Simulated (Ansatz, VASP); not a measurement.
# One calculation of TePb, two programs

POSCAR

```
TePb
1.0
    0.0000000000      3.2708968051      3.2708968051
    3.2708968051      0.0000000000      3.2708968051
    3.2708968051      3.2708968051      0.0000000000
Te Pb
1 1
Direct
    0.0000000000      0.0000000000      0.0000000000
    0.5000000000      0.5000000000      0.5000000000
```

Contents of INCAR.step1:

```
SYSTEM = TePb
PREC = Accurate ; ENCUT = 550
ISMEAR = 0 ; SIGMA = 0.1
LREAL = .False. ; LASPH = .True.
NELM = 120 ; NBANDS = 17
GGA = PE ; ALGO = Normal
EDIFF = 1E-5 ; LWAVE = .True.
LCHARG = .False. ; GGA_COMPAT = .False.
```

INCAR.step2

```
SYSTEM = TePb
PREC = Accurate ; ENCUT = 550
EDIFF = 1E-6 ; ISMEAR = 0
SIGMA = 0.1 ; LREAL = .False.
LASPH = .True. ; NELM = 120
ALGO = Normal ; ISIF = 2
LWAVE = .False. ; LCHARG = .True.
METAGGA = R2SCAN ; LMIXTAU = .True.
LELF = .True. ; LVHAR = .True.
NBANDS = 17 ; ISTART = 1
GGA_COMPAT = .False.
```

KPOINTS

```
Automatic mesh
0
Gamma
  4 4 4
  0 0 0
```

Input for Ansatz:

```yaml
crystal:
  lattice:
    - [0.0, 3.2708968051, 3.2708968051]
    - [3.2708968051, 0.0, 3.2708968051]
    - [3.2708968051, 3.2708968051, 0.0]
  atoms:
    - { symbol: Te, position: [0.0, 0.0, 0.0] }
    - { symbol: Pb, position: [0.5, 0.5, 0.5] }
basis:
  ecutwfc: 500
kpoints:
  mp_grid: { grid: [4, 4, 4] }
hamiltonian:
  xc: r2scan
scf:
  occupations: { method: gaussian, width: 0.1 }
output:
  forces: true
  stress: true
  eigenvalues: true
```

Alike in both runs: task single point; functional r2SCAN; k mesh 4 × 4 × 4; occupations gaussian, width 0.1 eV; no spin polarisation.

|  | VASP | Ansatz |
| --- | --- | --- |
| version | VASP 6.6.1 | Ansatz 0.2.0 |
| potentials or method | VASP PAW PBE potentials, release 64 (Te, Pb_d), cutoff 550 eV | scalar-relativistic, plane waves, PAW |
| valence electrons in the cell | 20 | 30 |

|  | VASP | Ansatz | Ansatz less VASP |
| --- | --- | --- | --- |
| gap on the k mesh at the Fermi level (eV) | 1.10 | 1.10 | -0.004 |
| least direct gap on the mesh (eV) | 1.10 | 1.10 | -0.004 |
| pressure (GPa) | -0.1 | -0.1 | 0.00 |

VASP's potentials were made for PBE, not for r2SCAN. VASP's potentials hold 20 valence electrons a cell and Ansatz's 30, so a difference there can come from the potentials and not from the codes.

Neither program's run includes spin-orbit coupling.
